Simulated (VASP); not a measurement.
# Ca (Fm-3m) in VASP: single point with PBE

Aim: the single point of Ca with PBE.

Everything below comes from runs of VASP 6.6.1. Logs are shortened: lines on timing, memory, paths and dates and some standing lists are left out, and cuts for length are marked.

### 1 The cell of the first run

The structure is cubic, space group Fm-3m (No. 225). Conventional cell: a = 5.526 Å, b = 5.526 Å, c = 5.526 Å, α = 90.00°, β = 90.00°, γ = 90.00°. Within 5.1 Å of Ca (site symmetry m-3m) lie 12 Ca at 3.91 Å.

### 2 Single point, PBE

INCAR reads:

```
  PREC = Accurate
  ENCUT = 520
  EDIFF = 1E-6
  ISMEAR = 1
  SIGMA = 0.1
  LREAL = F
  LASPH = T
  NELM = 100
  ALGO = Normal
  ISIF = 2
  LWAVE = F
  LCHARG = F
  GGA = PE
  NBANDS = 11
```

KPOINTS reads:

```
Automatic mesh
0
Gamma
  25 25 25
```

POSCAR reads:

```
Ca
1.0
    0.0000000000      2.7629864120      2.7629864120
    2.7629864120      0.0000000000      2.7629864120
    2.7629864120      2.7629864120      0.0000000000
Ca
1
Direct
    0.0000000000      0.0000000000      0.0000000000
```

Potentials or basis: VASP PAW PBE potentials, release 64 (Ca_sv).

Started as:

```bash
$ cat potpaw_PBE.64/Ca_sv/POTCAR > POTCAR
$ mpirun -np 1 vasp_std > vasp.out
```

OUTCAR:

```text
PREC = Accurate
   ENCUT = 520
   EDIFF = 1E-6
   ISMEAR = 1
   LREAL = F
   LASPH = T
   NELM = 100
   ISIF = 2
   GGA = PE

 ion  position               nearest neighbor table
   1  0.000  0.000  0.000-

  LATTYP: Found a face centered cubic cell.
 ALAT       =     5.5259728240

  Lattice vectors:

 A1 = (   0.0000000000,   2.7629864120,   2.7629864120)
 A2 = (   2.7629864120,   0.0000000000,   2.7629864120)
 A3 = (   2.7629864120,   2.7629864120,   0.0000000000)

Analysis of symmetry for initial positions (statically):
=====================================================================
 Subroutine PRICEL returns:
 Original cell was already a primitive cell.

 Routine SETGRP: Setting up the symmetry group for a
 face centered cubic supercell.

 Subroutine GETGRP returns: Found 48 space group operations
 (whereof 48 operations were pure point group operations)
 out of a pool of 48 trial point group operations.

The static configuration has the point symmetry O_h .

Analysis of symmetry for dynamics (positions and initial velocities):
=====================================================================
 Subroutine PRICEL returns:
 Original cell was already a primitive cell.

 Routine SETGRP: Setting up the symmetry group for a
 face centered cubic supercell.

 Subroutine GETGRP returns: Found 48 space group operations
 (whereof 48 operations were pure point group operations)
 out of a pool of 48 trial point group operations.

The dynamic configuration has the point symmetry O_h .

 Subroutine INISYM returns: Found 48 space group operations
 (whereof 48 operations are pure point group operations),
 and found     1 'primitive' translations

----------------------------------------------------------------------------------------

                                     Primitive cell

  volume of cell :      42.1858

  direct lattice vectors                    reciprocal lattice vectors
     0.000000000  2.762986412  2.762986412    -0.180963612  0.180963612  0.180963612
     2.762986412  0.000000000  2.762986412     0.180963612 -0.180963612  0.180963612
     2.762986412  2.762986412  0.000000000     0.180963612  0.180963612 -0.180963612

  length of vectors
     3.907452857  3.907452857  3.907452857     0.313438170  0.313438170  0.313438170

  position of ions in fractional coordinates (direct lattice)
     0.000000000  0.000000000  0.000000000

  ion indices of the primitive-cell ions
   primitive index   ion index
                 1           1

----------------------------------------------------------------------------------------

 KPOINTS: Automatic mesh

Automatic generation of k-mesh.
 Grid dimensions read from file:
 generate k-points for:   25   25   25

 Generating k-lattice:

  Cartesian coordinates                     Fractional coordinates (reciprocal lattice)
    -0.007238544  0.007238544  0.007238544     0.040000000  0.000000000  0.000000000
     0.007238544 -0.007238544  0.007238544     0.000000000  0.040000000  0.000000000
     0.007238544  0.007238544 -0.007238544     0.000000000  0.000000000  0.040000000

  Length of vectors
     0.012537527  0.012537527  0.012537527

  Shift w.r.t. Gamma in fractional coordinates (k-lattice)
     0.000000000  0.000000000  0.000000000

 Subroutine IBZKPT returns following result:
 ===========================================

 Found    455 irreducible k-points:

 Following reciprocal coordinates:
            Coordinates               Weight
  0.000000  0.000000  0.000000      1.000000
  0.040000  0.000000  0.000000      8.000000
  0.080000  0.000000  0.000000      8.000000
  0.120000  0.000000  0.000000      8.000000
  0.160000  0.000000  0.000000      8.000000
  0.200000  0.000000  0.000000      8.000000
[... 16 lines left out ...]
  0.400000  0.040000  0.000000     24.000000
  0.440000  0.040000  0.000000     24.000000
 [... further k-points ...]
   k-points           NKPTS =    455   k-points in BZ     NKDIM =    455   number of bands    NBANDS=     11
   number of dos      NEDOS =    301   number of ions     NIONS =      1
   total plane-waves  NPLWV =  27000
   dimension x,y,z NGX =    30 NGY =   30 NGZ =   30
   dimension x,y,z NGXF=    60 NGYF=   60 NGZF=   60
   ions per type =               1
   NGX,Y,Z   is equivalent  to a cutoff of  12.76, 12.76, 12.76 a.u.
   NGXF,Y,Z  is equivalent  to a cutoff of  25.53, 25.53, 25.53 a.u.
 SYSTEM =  unknown system
   PREC   = accura    normal or accurate (medium, high low for compatibility)
   ISTART =      0    job   : 0-new  1-cont  2-samecut
   ICHARG =      2    charge: 1-file 2-atom 10-const
   ISPIN  =      1    spin polarized calculation?
   LNONCOLLINEAR =      F non collinear calculations
   LSORBIT =      F    spin-orbit coupling
   LASPH  =      T    aspherical Exc in radial PAW
   ENCUT  =  520.0 eV  38.22 Ry    6.18 a.u.   7.27  7.27  7.27*2*pi/ulx,y,z
   NELM   =    100;   NELMIN=  2; NELMDL= -5     # of ELM steps
   EDIFF  = 0.1E-05   stopping-criterion for ELM
   LREAL  =      F    real-space projection
   EDIFFG = 0.1E-04   stopping-criterion for IOM
   NSW    =      0    number of steps for IOM
   IBRION =     -1    ionic relax: 0-MD 1-quasi-New 2-CG
   NFREE  =      0    steps in history (QN), initial steepest desc. (CG)
   ISIF   =      2    stress and relaxation
   ISYM   =      2    0-nonsym 1-usesym 2-fastsym
   POTIM  = 0.5000    time-step for ionic-motion
   TEBEG  =    0.0;   TEEND  =   0.0 temperature during run
   PSTRESS=    0.0 pullay stress
   NELECT =      10.0000    total number of electrons
   NUPDOWN=      -1.0000    fix difference up-down
   EMIN   =  10.00;   EMAX   =-10.00  energy-range for DOS
   EFERMI =   0.00;   METHOD = LEGACY
   ISMEAR =     1;   SIGMA  =   0.10  broadening in eV -4-tet -1-fermi 0-gaus
   EFERMI_NEDOS =   21; number of points for ismear=-14 and -15
   IALGO  =     38    algorithm
   IMIX   =      4    mixing-type and parameters
     AMIX     =   0.40;   BMIX     =  1.00
     AMIX_MAG =   1.60;   BMIX_MAG =  1.00
  volume/ion in A,a.u.               =      42.19       284.68
  Fermi-wavevector in a.u.,A,eV,Ry     =   1.013179  1.914630 13.966805  1.026531
  Thomas-Fermi vector in A             =   2.146332
   LORBIT       =      0    0 simple, 1 ext, 2 COOP (PROOUT), +10 PAW based schemes
   GGA     = PE    functional components
   LHFCALC =     F    Hartree Fock is set to
   AEXX    =    0.0000 exact exchange contribution
   IVDW    =     0    specifies the selected vdW correction
   LEPSILON=     F    determine dielectric tensor
   LRPA    =     F    only Hartree local field effects (RPA)
 non-spin polarized calculation
 Methfessel and Paxton  Order N= 1 SIGMA  =   0.10
  energy-cutoff  :      520.00
  volume of cell :       42.19
 maximum number of plane-waves:      1158
 NGX is ok and might be reduce to    30
   NGX = 15   NGY = 15   NGZ = 15

 number of electron      10.0000000 magnetization

 Free energy of the ion-electron system (eV)
  ---------------------------------------------------
  ext. energy  EPLUGINS =         0.00000000
  ---------------------------------------------------
  free energy    TOTEN  =        -1.92904793 eV

  energy without entropy =       -1.92853312  energy(sigma->0) =       -1.92887633

 E-fermi :   1.9564     XC(G=0):  -7.7374

 val. band max:        1.9514199089   @ k =  -0.4000   0.2400   0.1200
 cond. band min:       1.9628335087   @ k =  -0.4800   0.1600   0.0000
 fundamental gap:      0.0114135998
 Fermi energy:         1.9564262927

 k-point     1 :       0.0000    0.0000    0.0000
  band No.  band energies     occupation
      1     -40.0599      2.00000
      2     -20.9765      2.00000
      3     -20.9765      2.00000
      4     -20.9765      2.00000
      5      -2.0655      2.00000
      6       4.2965      0.00000
      7       4.2965      0.00000
      8       4.2965      0.00000
      9       5.3662      0.00000
     10       5.3662      0.00000
     11      11.0808      0.00000

 k-point     2 :       0.0400    0.0000    0.0000
  band No.  band energies     occupation
      1     -40.0597      2.00000
      2     -20.9787      2.00000
      3     -20.9768      2.00000
      4     -20.9768      2.00000
      5      -2.0380      2.00000
      6       4.2661      0.00000
      7       4.3074      0.00000
      8       4.3074      0.00000
      9       5.3563      0.00000
     10       5.3563      0.00000
     11      11.1175      0.00000

 k-point     3 :       0.0800    0.0000    0.0000
  band No.  band energies     occupation
      1     -40.0591      2.00000
      2     -20.9852      2.00000
      3     -20.9777      2.00000
      4     -20.9777      2.00000
      5      -1.9559      2.00000
      6       4.1783      0.00000
      7       4.3381      0.00000
      8       4.3381      0.00000
      9       5.3300      0.00000
     10       5.3300      0.00000
     11      11.2097      0.00000

 k-point     4 :       0.1200    0.0000    0.0000
  band No.  band energies     occupation
      1     -40.0581      2.00000
      2     -20.9955      2.00000
      3     -20.9791      2.00000
      4     -20.9791      2.00000
      5      -1.8206      2.00000
      6       4.0413      0.00000
      7       4.3814      0.00000
      8       4.3814      0.00000
      9       5.2977      0.00000
     10       5.2977      0.00000
     11      11.2339      0.00000

 k-point     5 :       0.1600    0.0000    0.0000
  band No.  band energies     occupation
      1     -40.0567      2.00000
      2     -21.0091      2.00000
      3     -20.9810      2.00000
      4     -20.9810      2.00000
      5      -1.6341      2.00000
      6       3.8657     -0.00000
      7       4.4237      0.00000
      8       4.4237      0.00000
      9       5.2772      0.00000
     10       5.2772      0.00000
     11      10.7666      0.00000
[... 211 lines left out ...]
 k-point    21 :       0.3200    0.0400    0.0000
  band No.  band energies     occupation
      1     -40.0506      2.00000
      2     -21.0701      2.00000
      3     -20.9913      2.00000
      4     -20.9894      2.00000
      5      -0.5535      2.00000
      6       3.0234     -0.00000
      7       4.3396      0.00000
      8       4.3752      0.00000
      9       5.4634      0.00000
     10       5.6493      0.00000
     11       8.5626      0.00000

 k-point    22 :       0.3600    0.0400    0.0000
  band No.  band energies     occupation
      1     -40.0491      2.00000
      2     -21.0852      2.00000
      3     -20.9933      2.00000
      4     -20.9917      2.00000
      5      -0.1900      2.00000
      6       2.7572     -0.00000
      7       4.2759      0.00000
      8       4.3216      0.00000
      9       5.6243      0.00000
     10       5.7844      0.00000
     11       8.0745      0.00000

 k-point    23 :       0.4000    0.0400    0.0000
  band No.  band energies     occupation
      1     -40.0478      2.00000
      2     -21.0977      2.00000
      3     -20.9948      2.00000
      4     -20.9938      2.00000
      5       0.1872      2.00000
      6       2.4738     -0.00000
      7       4.2205      0.00000
      8       4.2709      0.00000
      9       5.7833      0.00000
     10       5.9092      0.00000
     11       7.6726      0.00000

 k-point    24 :       0.4400    0.0400    0.0000
  band No.  band energies     occupation
      1     -40.0469      2.00000
      2     -21.1070      2.00000
      3     -20.9958      2.00000
      4     -20.9955      2.00000
      5       0.5588      2.00000
      6       2.1795     -0.00709
      7       4.1794      0.00000
      8       4.2305      0.00000
      9       5.9216      0.00000
     10       6.0037      0.00000
     11       7.3757      0.00000

 [... further k-points ...]

------------------------ aborting loop because EDIFF is reached ----------------------------------------

  FORCE on cell =-STRESS in cart. coord.  units (eV):
  Direction    XX          YY          ZZ          XY          YZ          ZX
  --------------------------------------------------------------------------------------
  -------------------------------------------------------------------------------------
  Total        0.0012283      0.0012283      0.0012283      0.0000000     -0.0000000     -0.0000000
  in kB        0.0466492      0.0466492      0.0466492      0.0000000     -0.0000000     -0.0000000
  external PRESSURE =       0.0466492 kB  Pullay stress =       0.0000000 kB

 VOLUME and BASIS-vectors are now :
 -----------------------------------------------------------------------------
  energy-cutoff  :      520.00
  volume of cell :       42.19
      direct lattice vectors                 reciprocal lattice vectors
     0.000000000  2.762986412  2.762986412    -0.180963612  0.180963612  0.180963612
     2.762986412  0.000000000  2.762986412     0.180963612 -0.180963612  0.180963612
     2.762986412  2.762986412  0.000000000     0.180963612  0.180963612 -0.180963612

 POSITION                                       TOTAL-FORCE (eV/Angst)
 -----------------------------------------------------------------------------------
      0.00000      0.00000      0.00000         0.000000     -0.000000      0.000000
 -----------------------------------------------------------------------------------
    total drift:                               -0.000000     -0.000000      0.000000

  FREE ENERGIE OF THE ION-ELECTRON SYSTEM (eV)
  ---------------------------------------------------
  free  energy   TOTEN  =        -1.9290479297 eV

  energy  without entropy=       -1.9285331165  energy(sigma->0) =       -1.92887633
```

Run time: 2.1 min. Hardware: 1 thread of Intel Xeon 6975P-C, shared host; peak memory 0.34 GiB.

What came out:

| Property | Result |
| --- | --- |
| Free energy | -1.9290 eV |
| Pressure | 0.0 GPa |
| Band gap on the k mesh | zero (band 5 reaches 2.14 eV, above the bottom of band 6 at 1.81 eV) |

Levels at points of the mesh, in eV from the Fermi level:
| k point | band 2 | band 3 | band 4 | band 5 | band 6 | band 7 | band 8 | band 9 |
| --- | --- | --- | --- | --- | --- | --- | --- | --- |
| (0.00, 0.00, 0.00) | -22.93 | -22.93 | -22.93 | -4.02 | 2.34 | 2.34 | 2.34 | 3.41 |
